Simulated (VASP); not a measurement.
# Ti (P6_3/mmc) in VASP: notebook, part 2 of 2

VASP 6.6.1. The steps go on from the part before.

## Step 3: Single point, PBEsol

This run uses another cell than the first one, of 16.72 Å³/atom, 0.948 times its volume.

The input, INCAR:

```
PREC = Accurate
ENCUT = 520
EDIFF = 1E-6
ISMEAR = 0
SIGMA = 0.1
LREAL = False
LASPH = True
NELM = 100
ALGO = Fast
ISIF = 2
LWAVE = False
LCHARG = False
GGA = PS
NBANDS = 19
```

The input, KPOINTS:

```
Automatic mesh
0
Gamma
  18 18 10
```

The input, POSCAR:

```
Ti
1.0
    2.9004758373      0.0000000000      0.0000000000
   -1.4502379187      2.5118857582      0.0000000000
    0.0000000000      0.0000000000      4.5909212533
Ti
2
Direct
    0.3333333333      0.6666666667      0.2500000000
    0.6666666667      0.3333333333      0.7500000000
```

Potentials or basis: VASP PAW PBE potentials, release 64 (Ti_sv).

Run with:

```bash
cat potpaw_PBE.64/Ti_sv/POTCAR > POTCAR
mpirun -np 1 vasp_std > vasp.out
```

OUTCAR:

```text
PREC = Accurate
   ENCUT = 520
   EDIFF = 1E-6
   ISMEAR = 0
   LREAL = False
   LASPH = True
   NELM = 100
   ISIF = 2
   GGA = PS

 ion  position               nearest neighbor table
   1  0.333  0.667  0.250-   2 2.84   2 2.84   2 2.84   2 2.84   2 2.84   2 2.84
   2  0.667  0.333  0.750-   1 2.84   1 2.84   1 2.84   1 2.84   1 2.84   1 2.84

  LATTYP: Found a hexagonal cell.
 ALAT       =     2.9004758373
 C/A-ratio  =     1.5828165828

  Lattice vectors:

 A1 = (   2.9004758373,   0.0000000000,   0.0000000000)
 A2 = (  -1.4502379187,   2.5118857582,   0.0000000000)
 A3 = (   0.0000000000,   0.0000000000,   4.5909212533)

Analysis of symmetry for initial positions (statically):
=====================================================================
 Subroutine PRICEL returns:
 Original cell was already a primitive cell.

 Routine SETGRP: Setting up the symmetry group for a
 hexagonal supercell.

 Subroutine GETGRP returns: Found 24 space group operations
[... 157 lines left out ...]
   NGX = 11   NGY = 11   NGZ = 17

 number of electron      23.9999999 magnetization

 Free energy of the ion-electron system (eV)
  ---------------------------------------------------
  ext. energy  EPLUGINS =         0.00000000
  ---------------------------------------------------
  free energy    TOTEN  =       -16.68403739 eV

  energy without entropy =      -16.67485141  energy(sigma->0) =      -16.67944440

 E-fermi :   8.6208     XC(G=0): -11.8174

 val. band max:        8.6081361347   @ k =   0.0000   0.0000   0.4000
 cond. band min:       8.6266317773   @ k =   0.2778   0.2778   0.4000
 fundamental gap:      0.0184956427
 Fermi energy:         8.6207599389

 k-point     1 :       0.0000    0.0000    0.0000
  band No.  band energies     occupation
      1     -47.9547      2.00000
      2     -47.7916      2.00000
      3     -24.6937      2.00000
      4     -23.9611      2.00000
      5     -23.9611      2.00000
      6     -23.8810      2.00000
[... 505 lines left out ...]
      6     -24.1511      2.00000
[... 11 lines left out ...]
     18      12.2746      0.00000
     19      13.0637      0.00000

 [... further k-points ...]
[... 5 lines left out ...]
  --------------------------------------------------------------------------------------
  -------------------------------------------------------------------------------------
  Total       -0.0726724     -0.0726724     -0.0763930      0.0000000      0.0000000      0.0000000
  in kB       -3.4810556     -3.4810556     -3.6592766      0.0000000      0.0000000      0.0000000
  external PRESSURE =      -3.5404626 kB  Pullay stress =       0.0000000 kB

 VOLUME and BASIS-vectors are now :
 -----------------------------------------------------------------------------
  energy-cutoff  :      520.00
  volume of cell :       33.45
      direct lattice vectors                 reciprocal lattice vectors
     2.900475837  0.000000000  0.000000000     0.344771016  0.199053639  0.000000000
    -1.450237919  2.511885758  0.000000000     0.000000000  0.398107277  0.000000000
     0.000000000  0.000000000  4.590921253     0.000000000  0.000000000  0.217821205

 POSITION                                       TOTAL-FORCE (eV/Angst)
 -----------------------------------------------------------------------------------
     -0.00000      1.67459      1.14773        -0.000000      0.000000      0.000000
      1.45024      0.83730      3.44319         0.000000     -0.000000      0.000000
 -----------------------------------------------------------------------------------
    total drift:                               -0.000000      0.000000     -0.000000

  FREE ENERGIE OF THE ION-ELECTRON SYSTEM (eV)
  ---------------------------------------------------
  free  energy   TOTEN  =       -16.6840373863 eV

  energy  without entropy=      -16.6748514093  energy(sigma->0) =      -16.67944440
```

OSZICAR:

```text
N       E                     dE             d eps       ncg     rms          rms(c)
DAV:   1     0.262581435733E+03    0.26258E+03   -0.13030E+04  8444   0.158E+03
DAV:   2     0.114633791142E+02   -0.25112E+03   -0.24688E+03  8691   0.442E+02
DAV:   3    -0.176556011348E+02   -0.29119E+02   -0.28755E+02 15616   0.124E+02
[... 28 lines left out ...]
RMM:  32    -0.166840333821E+02   -0.14917E-05   -0.18440E-05  7955   0.167E-02    0.168E-03
RMM:  33    -0.166840348052E+02   -0.14231E-05   -0.17399E-05  7711   0.153E-02    0.245E-03
RMM:  34    -0.166840358051E+02   -0.99995E-06   -0.12542E-05  7859   0.141E-02    0.289E-03
RMM:  35    -0.166840366912E+02   -0.88607E-06   -0.11172E-05  7622   0.129E-02    0.336E-03
RMM:  36    -0.166840373863E+02   -0.69505E-06   -0.88493E-06  7405   0.119E-02
   1 F= -.16684037E+02 E0= -.16679444E+02  d E =-.918598E-02
```

stdout:

```text
POSCAR found type information on POSCAR Ti
 POSCAR found :  1 types and       2 ions
 scaLAPACK will be used
 -----------------------------------------------------------------------------
|                                                                             |
|                                                                             |
|     You enforced a specific xc type in the INCAR file but a different       |
|     I HOPE YOU KNOW WHAT YOU ARE DOING!                                     |
|                                                                             |
 -----------------------------------------------------------------------------

 LDA part: xc-table for (Slater+PW92), standard interpolation
 POSCAR, INCAR and KPOINTS ok, starting setup
 FFT: planning ... GRIDC
 FFT: planning ... GRID_SOFT
 FFT: planning ... GRID
 WAVECAR not read
 entering main loop
WARNING in EDDRMM: call to ZHEGV failed, returncode =   8  4     11
WARNING in EDDRMM: call to ZHEGV failed, returncode =   8  4     15
WARNING in EDDRMM: call to ZHEGV failed, returncode =   6  3     13
WARNING in EDDRMM: call to ZHEGV failed, returncode =   6  3     13
WARNING in EDDRMM: call to ZHEGV failed, returncode =   6  3     14
WARNING in EDDRMM: call to ZHEGV failed, returncode =   6  3     18
WARNING in EDDRMM: call to ZHEGV failed, returncode =   8  4     14
WARNING in EDDRMM: call to ZHEGV failed, returncode =   6  3     10
WARNING in EDDRMM: call to ZHEGV failed, returncode =   6  3     10
WARNING in EDDRMM: call to ZHEGV failed, returncode =   6  3      4
WARNING in EDDRMM: call to ZHEGV failed, returncode =   8  4      3
WARNING in EDDRMM: call to ZHEGV failed, returncode =   6  3     16
WARNING in EDDRMM: call to ZHEGV failed, returncode =   6  3     11
```

Run time: 2.1 min. Hardware: 1 thread of Intel Xeon 6975P-C (Granite Rapids), shared host; peak memory 0.24 GiB.

Results:

```
Free energy            : -16.6840 eV
Pressure               : -0.4 GPa
Band gap on the k mesh : zero (band 12 reaches 9.40 eV, above the bottom of band 13 at 8.29 eV)
```

Levels at points of the mesh, in eV from the Fermi level:
```tsv
k point	band 9	band 10	band 11	band 12	band 13	band 14	band 15	band 16
(0.00, 0.00, 0.00)	-6.31	-2.80	0.78	0.78	0.89	0.91	1.31	1.31
(0.50, 0.00, 0.00)	-2.41	-2.28	-1.96	-0.59	0.46	0.65	1.23	3.51
(0.00, 0.00, 0.50)	-4.39	-4.39	0.08	0.08	0.68	0.68	0.68	0.68
(0.50, 0.00, 0.50)	-2.66	-2.66	-0.87	-0.87	1.43	1.43	1.79	1.79
```

Caveat: the PAW data sets were made with another functional, which shifts forces and pressure a little.

## Step 4: Relaxation of cell and atoms, PBEsol

The input, INCAR:

```
SYSTEM = Ti
PREC = Accurate ; ENCUT = 600
EDIFF = 1E-6 ; ISMEAR = 0
SIGMA = 0.1 ; LREAL = .False.
LASPH = .True. ; NELM = 80
ALGO = Fast ; ISIF = 3
LWAVE = .False. ; LCHARG = .False.
GGA = PS ; IBRION = 2
NSW = 100 ; EDIFFG = -0.005
```

The input, KPOINTS:

```
Automatic mesh
0
Gamma
  18 18 10
  0 0 0
```

The input, POSCAR:

```
Ti
1.0
    2.9500000000      0.0000000000      0.0000000000
   -1.4750000000      2.5547749412      0.0000000000
    0.0000000000      0.0000000000      4.6800000000
Ti
2
Direct
    0.3333333333      0.6666666667      0.2500000000
    0.6666666667      0.3333333333      0.7500000000
```

Run with:

```bash
cat potpaw_PBE.64/Ti_sv/POTCAR > POTCAR
mpirun -np 1 vasp_std > vasp.out
```

Run time: 33 min. Hardware: 1 thread of Intel Xeon 6975P-C, shared host; peak memory 0.3 GiB.

It converged, with:

- Free energy: -16.6845 eV
- Relaxed volume: 16.68 Å³/atom
- Relaxed cell: a = 2.898 Å, b = 2.898 Å, c = 4.588 Å, α = 90.00°, β = 90.00°, γ = 120.00°
- Space group after relaxing (to 0.05 Å): P6_3/mmc (No. 194)
- Energy gained by relaxing: 18.6 meV/atom
- Ionic steps: 15
- Pressure after relaxing: 0.0 GPa
- Band gap on the k mesh: zero (band 12 reaches 9.43 eV, above the bottom of band 13 at 8.32 eV)

The path:
| step | energy change (eV) | largest force (eV/Å) | pressure (GPa) | volume (Å³) |
| --- | --- | --- | --- | --- |
| 1 | 0.0000 | 0.0000 | -6.17 | 35.27 |
| 2 | -0.0123 | 0.0000 | 5.67 | 31.92 |
| 3 | -0.0372 | 0.0000 | -0.02 | 33.39 |
| 4 | -0.0372 | 0.0000 | -0.03 | 33.35 |
| 5 | -0.0311 | 0.0000 | 2.55 | 32.63 |
| 6 | -0.0372 | 0.0000 | 0.27 | 33.32 |
| 7 | -0.0372 | 0.0000 | -0.24 | 33.44 |
| 8 | -0.0373 | 0.0000 | -0.11 | 33.36 |
| 9 | -0.0372 | 0.0000 | 0.00 | 33.35 |
| 10 | -0.0373 | 0.0000 | 0.03 | 33.35 |
| 11 | -0.0373 | 0.0000 | 0.07 | 33.36 |
| 12 | -0.0373 | 0.0000 | 0.02 | 33.36 |
| 13 | -0.0373 | 0.0000 | 0.04 | 33.36 |
| 14 | -0.0373 | 0.0000 | 0.03 | 33.36 |
| 15 | -0.0373 | 0.0000 | 0.01 | 33.36 |

Final structure:
```yaml
crystal:
  lattice:
    - [2.89766, 0.00000, 0.00000]
    - [-1.44883, 2.50945, 0.00000]
    - [0.00000, 0.00000, 4.58808]
  atoms:
    - { symbol: Ti, position: [0.33333, 0.66667, 0.25000] }
    - { symbol: Ti, position: [0.66667, 0.33333, 0.75000] }
```

Levels at points of the mesh, in eV from the Fermi level:
```tsv
k point	band 10	band 11	band 12	band 13	band 14	band 15
(0.00, 0.00, 0.00)	-2.80	0.79	0.79	0.89	0.91	1.32
(0.50, 0.00, 0.00)	-2.29	-1.97	-0.58	0.47	0.65	1.23
(0.00, 0.00, 0.50)	-4.40	0.08	0.08	0.68	0.68	0.68
(0.50, 0.00, 0.50)	-2.67	-0.87	-0.87	1.44	1.44	1.79
```

Caveat: the PAW data sets were made with another functional, which shifts forces and pressure a little.

## Step 5: Summary

```csv
task,cell,k mesh,cutoff (eV),gap on the mesh (eV),pressure (GPa)
single point,"a = 2.950, b = 2.950, c = 4.680 Å, angles 90.0, 90.0, 120.0°, 2 atoms",9 × 9 × 4,520,none,-6.4
single point,"a = 2.900, b = 2.900, c = 4.591 Å, angles 90.0, 90.0, 120.0°, 2 atoms",18 × 18 × 10,520,none,-0.4
relaxation of cell and atoms,"relaxed from a = 2.950, b = 2.950, c = 4.680 Å, angles 90.0, 90.0, 120.0°, 2 atoms",18 × 18 × 10,600,none,0.0
```

Alike in all rows: level PBEsol; potentials or basis VASP PAW PBE potentials, release 64 (Ti_sv); no spin polarisation; smearing gaussian 0.1 eV.

Caveats: the PAW data sets were made with another functional, which shifts forces and pressure a little.

Absolute energies hang on the potentials; compare differences alone.
